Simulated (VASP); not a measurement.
Here is a VASP 6.6.1 calculation.

The input INCAR:

```
PREC     = Accurate       # precision mode
ENCUT    = 520            # plane-wave cutoff, eV
EDIFF    = 1E-7           # SCF threshold, eV
ISMEAR   = -1             # smearing method
SIGMA    = 0.08           # smearing width, eV
LREAL    = F              # projectors in reciprocal space
LASPH    = T              # aspherical terms in the spheres
NELM     = 100            # most SCF steps
ALGO     = Normal         # electronic algorithm
ISIF     = 2              # what is computed and relaxed
LWAVE    = F              # write WAVECAR
LCHARG   = F              # write CHGCAR
GGA      = PE             # functional
NBANDS   = 16             # bands
```

The input KPOINTS:

```
regular mesh
0
Gamma
  7 7 7
```

POSCAR

```
Rb
1.0
    0.0000000000      4.7301967307      4.7301967307
    4.7301967307      0.0000000000      4.7301967307
    4.7301967307      4.7301967307      0.0000000000
Rb
2
Direct
   -0.1250000000     -0.1250000000     -0.1250000000
    0.1250000000      0.1250000000      0.1250000000
```

Potentials or basis: VASP PAW PBE potentials, release 64 (Rb_sv).

Launch:

```console
$ cat potpaw_PBE.64/Rb_sv/POTCAR > POTCAR
$ mpirun -np 1 vasp_std > vasp.out
```

Problem. Estimate the band gap on the k mesh.

Solution. Zero (bands 9 and 10 overlap by 0.12 eV).

Problem. Estimate the pressure.

Solution. 0.4 GPa.
